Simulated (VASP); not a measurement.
A run of VASP 6.6.1 is set up as follows.

Contents of INCAR:

```
SYSTEM = Si
  PREC = Accurate
  ENCUT = 520
  EDIFF = 1E-6
  ISMEAR = 0
  SIGMA = 0.01
  LREAL = .FALSE.
  LASPH = .TRUE.
  NELM = 60
  ALGO = Normal
  ISIF = 2
  LWAVE = .FALSE.
  LCHARG = .FALSE.
  GGA = PE
  NBANDS = 11
```

File KPOINTS:

```
Automatic mesh
0
G
  8 8 8
  0 0 0
```

File POSCAR:

```
Si
1.0
    0.0000000000      2.7218511865      2.7218511865
    2.7218511865      0.0000000000      2.7218511865
    2.7218511865      2.7218511865      0.0000000000
Si
2
Direct
    0.5000000000      0.5000000000      0.5000000000
    0.7500000000      0.7500000000      0.7500000000
```

Potentials or basis: VASP PAW PBE potentials, release 64 (Si).

The run is started by

```bash
$ cat potpaw_PBE.64/Si/POTCAR > POTCAR
$ mpirun -np 1 vasp_std > vasp.out
```

(1) Estimate the band gap on the k mesh.

(2) What does it give for the pressure?

Answers

(1) 0.63 eV, indirect (least direct gap 2.56 eV).

(2) 1.3 GPa.
